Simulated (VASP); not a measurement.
Here is a VASP 6.6.1 calculation.

INCAR

```
SYSTEM = Ge
  PREC = Accurate
  ENCUT = 520
  EDIFF = 1E-6
  ISMEAR = 0
  SIGMA = 0.15
  LREAL = .FALSE.
  LASPH = .TRUE.
  NELM = 100
  ALGO = Normal
  ISIF = 2
  LWAVE = .FALSE.
  LCHARG = .TRUE.
  GGA = PE
  LELF = .TRUE.
  LVHAR = .TRUE.
  NBANDS = 13
```

KPOINTS

```
regular mesh
0
G
  14 14 12
  0 0 0
```

The input POSCAR:

```
Ge
1.0
    1.4085596751     -2.5592452137      0.0000000000
    1.4085596751      2.5592452137      0.0000000000
    0.0000000000      0.0000000000      2.6877131855
Ge
1
Direct
    0.5000000000      0.5000000000      0.0000000000
```

Potentials or basis: VASP PAW PBE potentials, release 64 (Ge_d).

The run is started by

```console
$ cat potpaw_PBE.64/Ge_d/POTCAR > POTCAR
$ mpirun -np 1 vasp_std > vasp.out
```

(1) Predict the band gap on the k mesh.

(2) Estimate the pressure.

Results:

(1) zero (band 7 reaches 13.19 eV, above the bottom of band 8 at 3.69 eV).

(2) -0.1 GPa.
